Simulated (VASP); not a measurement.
**MnF2: single point with PBEsol+U**

Crystal: MnF2.

```xyz
6
Lattice="4.8734 0.0000 0.0000 0.0000 4.8734 0.0000 0.0000 0.0000 3.3099" Properties=species:S:1:pos:R:3 pbc="T T T"
Mn    0.0000    0.0000    0.0000
Mn    2.4367    2.4367    1.6549
F     1.4864    1.4864    0.0000
F     0.9503    3.9231    1.6549
F     3.3870    3.3870    0.0000
F     3.9231    0.9503    1.6549
```

```
Program             : VASP 6.6.1
Task                : single point
Functional          : PBEsol
Potentials or basis : VASP PAW PBE potentials, release 64 (Mn_pv, F)
Cutoff              : 520 eV
k mesh              : 4 × 4 × 6
Occupations         : gaussian, width 0.05 eV
Spin                : collinear spin, ferromagnetic start
Starting moments    : [4.64, 4.64, 0.08, 0.08, 0.08, 0.08] μB
Fixed moment        : 10 μB
Hubbard terms       : Mn d U = 3.0 eV
```

```yaml
Pressure: 0.4 GPa
Largest_force: 0.010 eV/Å
Net_moment: 10.00 μB per cell
Site_moments: Mn +4.66; F +0.06 μB
Valence_electrons_inside_the_program's_atomic_spheres: Mn 11.27; F 6.09
```

Forces on the atoms (eV/Å):
```
Mn   0.000  0.000  0.000
Mn   0.000  0.000  0.000
F    0.007  0.007  0.000
F   -0.007  0.007  0.000
F   -0.007 -0.007  0.000
F    0.007 -0.007  0.000
```

Stress tensor (GPa, compression positive):
```
0.43 0.00 0.00
0.00 0.43 0.00
0.00 0.00 0.22
```

Eigenvalues of the final occupation matrices:
```csv
site,spin,trace,eigenvalues
site 1 d,1,4.80,0.94 0.95 0.95 0.98 0.98
site 1 d,2,0.17,0.01 0.01 0.02 0.06 0.07
site 2 d,1,4.80,0.94 0.95 0.95 0.98 0.98
site 2 d,2,0.17,0.01 0.01 0.02 0.06 0.07
```

It took 89 s on 1 thread of Intel(R) Xeon(R) Platinum 8488C (Sapphire Rapids), with other jobs on the host, peak memory 0.27 GiB.

Caveat: the PAW data sets were made with another functional, which shifts forces and pressure a little; the total moment is fixed, so each spin has its own Fermi level; only a ferromagnetic start was run, and an antiferromagnetic order may lie lower in energy. The state reached can hang on the start; a lower one may exist.
